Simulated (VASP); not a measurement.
# C in VASP: a series of runs, part 2 of 2

VASP 6.6.1. Earlier steps stand in the parts before.

## 3. Single point, LDA (volume scaled by 0.98)

Input file INCAR:

```
SYSTEM = C
ALGO     = Normal         ! electronic algorithm
EDIFF    = 1E-7           ! SCF threshold, eV
ENCUT    = 520            ! plane-wave cutoff, eV
ISIF     = 2              ! what is computed and relaxed
ISMEAR   = -1             ! smearing method
LASPH    = .TRUE.         ! aspherical terms in the spheres
LCHARG   = .TRUE.         ! write CHGCAR
LELF     = .TRUE.         ! ELF
LREAL    = .FALSE.        ! projectors in reciprocal space
LVHAR    = .TRUE.       
LWAVE    = .FALSE.        ! write WAVECAR
NBANDS   = 16             ! bands
NELM     = 80             ! most SCF steps
PREC     = Accurate       ! precision mode
SIGMA    = 0.05           ! smearing width, eV
```

Input file KPOINTS:

```
k-points
0
G
  12 12 2
  0 0 0
```

Input file POSCAR:

```
C
1.0
    2.4397422609      0.0000000000      0.0000000000
   -1.2198711305      2.1128787767      0.0000000000
    0.0000000000      0.0000000000     23.9719824012
C
4
Direct
    0.6666666667      0.3333333333      0.5704754400
    0.3333333333      0.6666666667      0.4295245600
    0.0000000000      0.0000000000      0.4295312300
    0.0000000000      0.0000000000      0.5704687700
```

Potentials or basis: VASP PAW LDA potentials, release 64 (C).

Run with:

```bash
> cat potpaw_LDA.64/C/POTCAR > POTCAR
> mpirun -np 1 vasp_std > vasp.out
```

OUTCAR:

```text
SYSTEM = C
   EDIFF = 1E-7
   ENCUT = 520
   ISIF = 2
   ISMEAR = -1
   LASPH = .TRUE.
   LREAL = .FALSE.
   NELM = 80
   PREC = Accurate

 ion  position               nearest neighbor table
   1  0.667  0.333  0.570-   4 1.41   4 1.41   4 1.41
   2  0.333  0.667  0.430-   3 1.41   3 1.41   3 1.41
   3  0.000  0.000  0.430-   2 1.41   2 1.41   2 1.41
   4  0.000  0.000  0.570-   1 1.41   1 1.41   1 1.41

  LATTYP: Found a hexagonal cell.
 ALAT       =     2.4397422609
 C/A-ratio  =     9.8256208393

  Lattice vectors:

 A1 = (   2.4397422609,   0.0000000000,   0.0000000000)
 A2 = (  -1.2198711305,   2.1128787767,   0.0000000000)
 A3 = (   0.0000000000,   0.0000000000,  23.9719824012)

Analysis of symmetry for initial positions (statically):
=====================================================================
 Subroutine PRICEL returns:
 Original cell was already a primitive cell.

 Routine SETGRP: Setting up the symmetry group for a
 hexagonal supercell.

 Subroutine GETGRP returns: Found 12 space group operations
[... 164 lines left out ...]
  free energy    TOTEN  =       -40.39174483 eV

  energy without entropy =      -40.38979082  energy(sigma->0) =      -40.39076782

 E-fermi :  -1.8966     XC(G=0):  -3.3718

 val. band max:       -1.8966032351   @ k =   0.3333   0.3333   0.5000
 cond. band min:      -1.5559965606   @ k =   0.3333   0.3333   0.0000
 fundamental gap:      0.3406066745
 Fermi energy:        -1.8965529261

 k-point     1 :       0.0000    0.0000    0.0000
  band No.  band energies     occupation
      1     -21.5064      2.00000
      2     -21.3563      2.00000
      3     -10.2218      2.00000
      4      -9.2456      2.00000
      5      -4.9024      2.00000
      6      -4.9024      2.00000
[... 433 lines left out ...]
      3     -11.5169      2.00000
      4     -11.4528      2.00000
      5      -7.7304      2.00000
      6      -7.7066      2.00000
[... 8 lines left out ...]
     15       6.5289      0.00000
     16       6.8221      0.00000

 [... further k-points ...]
[... 5 lines left out ...]
  --------------------------------------------------------------------------------------
  -------------------------------------------------------------------------------------
  Total        0.8808667      0.8808667     -0.1030531     -0.0000000      0.0000000     -0.0000000
  in kB       11.4208471     11.4208471     -1.3361307     -0.0000000      0.0000000     -0.0000000
  external PRESSURE =       7.1685212 kB  Pullay stress =       0.0000000 kB

 VOLUME and BASIS-vectors are now :
 -----------------------------------------------------------------------------
  energy-cutoff  :      520.00
  volume of cell :      123.57
      direct lattice vectors                 reciprocal lattice vectors
     2.439742261  0.000000000  0.000000000     0.409879361  0.236643960  0.000000000
    -1.219871131  2.112878777  0.000000000     0.000000000  0.473287919  0.000000000
     0.000000000  0.000000000 23.971982401     0.000000000  0.000000000  0.041715365

 POSITION                                       TOTAL-FORCE (eV/Angst)
 -----------------------------------------------------------------------------------
      1.21987      0.70429     13.67543        -0.000000     -0.000000     -0.000610
     -0.00000      1.40859     10.29656         0.000000      0.000000      0.000610
      0.00000      0.00000     10.29672         0.000000      0.000000      0.021597
      0.00000      0.00000     13.67527        -0.000000      0.000000     -0.021597
 -----------------------------------------------------------------------------------
    total drift:                               -0.000000      0.000000      0.000000

  FREE ENERGIE OF THE ION-ELECTRON SYSTEM (eV)
  ---------------------------------------------------
  free  energy   TOTEN  =       -40.3917448292 eV

  energy  without entropy=      -40.3897908160  energy(sigma->0) =      -40.39076782
```

It took 94 s on 1 thread of Intel Xeon Platinum 8488C (Sapphire Rapids), shared host; peak memory 0.2 GiB.

Results:

```
Free energy            : -40.3917 eV
Largest force          : 0.022 eV/Å
Band gap on the k mesh : zero (filled and empty bands touch)
```

Forces on the atoms (eV/Å):
```
C    0.000  0.000 -0.001
C    0.000  0.000  0.001
C    0.000  0.000  0.022
C    0.000  0.000 -0.022
```

Levels at points of the mesh, in eV from the Fermi level:
| k point | band 4 | band 5 | band 6 | band 7 | band 8 | band 9 | band 10 | band 11 | band 12 | band 13 |
| --- | --- | --- | --- | --- | --- | --- | --- | --- | --- | --- |
| (0.00, 0.00, 0.00) | -7.35 | -3.01 | -3.01 | -3.00 | -3.00 | 3.41 | 3.95 | 4.61 | 5.28 | 5.58 |
| (0.50, 0.00, 0.00) | -13.31 | -6.49 | -6.46 | -2.60 | -2.25 | 1.49 | 1.86 | 7.68 | 7.88 | 11.20 |
| (0.00, 0.00, 0.50) | -7.35 | -3.01 | -3.01 | -3.00 | -3.00 | 3.41 | 3.94 | 4.70 | 5.03 | 6.08 |
| (0.50, 0.00, 0.50) | -13.31 | -6.49 | -6.46 | -2.60 | -2.25 | 1.49 | 1.86 | 7.68 | 7.88 | 11.20 |

## 4. Single point, PBEsol (volume scaled by 0.98)

Input file INCAR:

```
SYSTEM = C
PREC = Accurate
ENCUT = 520
EDIFF = 1E-6
ISMEAR = -1
SIGMA = 0.05
LREAL = .FALSE.
LASPH = .TRUE.
NELM = 60
ALGO = Normal
ISIF = 2
LWAVE = .FALSE.
LCHARG = .TRUE.
GGA = PS
LELF = .TRUE.
LVHAR = .TRUE.
NBANDS = 16
```

Input file KPOINTS:

```
regular mesh
0
G
  12 12 2
  0 0 0
```

POSCAR is that of step 3.

Potentials or basis: VASP PAW PBE potentials, release 64 (C).

Run with:

```bash
> cat potpaw_PBE.64/C/POTCAR > POTCAR
> mpirun -np 1 vasp_std > vasp.out
```

Run time: 85 s. Hardware: 1 thread of Intel Xeon Platinum 8488C (Sapphire Rapids), shared host; peak memory 0.24 GiB.

It converged, with:

```yaml
Free_energy: -38.5439 eV
Largest_force: 0.024 eV/Å
Band_gap_on_the_k_mesh: zero (filled and empty bands touch)
```

Forces on the atoms (eV/Å):
```
C    0.000  0.000  0.024
C    0.000  0.000 -0.024
C    0.000  0.000 -0.005
C    0.000  0.000  0.005
```

Levels at points of the mesh, in eV from the Fermi level:
```
           k point  band 6  band 7  band 8  band 9  band 10  band 11
(0.00, 0.00, 0.00)   -2.98   -2.97   -2.97    3.43     3.86     4.32
(0.50, 0.00, 0.00)   -6.46   -2.61   -2.26    1.52     1.88     7.58
(0.00, 0.00, 0.50)   -2.98   -2.97   -2.97    3.43     3.84     4.40
(0.50, 0.00, 0.50)   -6.46   -2.61   -2.26    1.52     1.88     7.58
```

Caveat: the PAW data sets were made with another functional, which shifts forces and pressure a little.

## 5. Summary

```tsv
level	potentials or basis	cell	gap on the mesh (eV)	largest force (eV/Å)
PBEsol	VASP PAW PBE potentials, release 64 (C)	a = 2.423, b = 2.423, c = 23.808 Å, angles 90.0, 90.0, 120.0°, 4 atoms	none	0.03
LDA	VASP PAW LDA potentials, release 64 (C)	a = 2.440, b = 2.440, c = 23.972 Å, angles 90.0, 90.0, 120.0°, 4 atoms	none	0.02
PBEsol	VASP PAW PBE potentials, release 64 (C)	a = 2.440, b = 2.440, c = 23.972 Å, angles 90.0, 90.0, 120.0°, 4 atoms	none	0.02
```

Alike in all rows: task single point; no spin polarisation; k mesh 12 × 12 × 2; cutoff (eV) 520; smearing fermi-dirac 0.05 eV.

Caveats: the PAW data sets were made with another functional, which shifts forces and pressure a little (some runs).

Absolute energies hang on the potentials; compare differences alone.
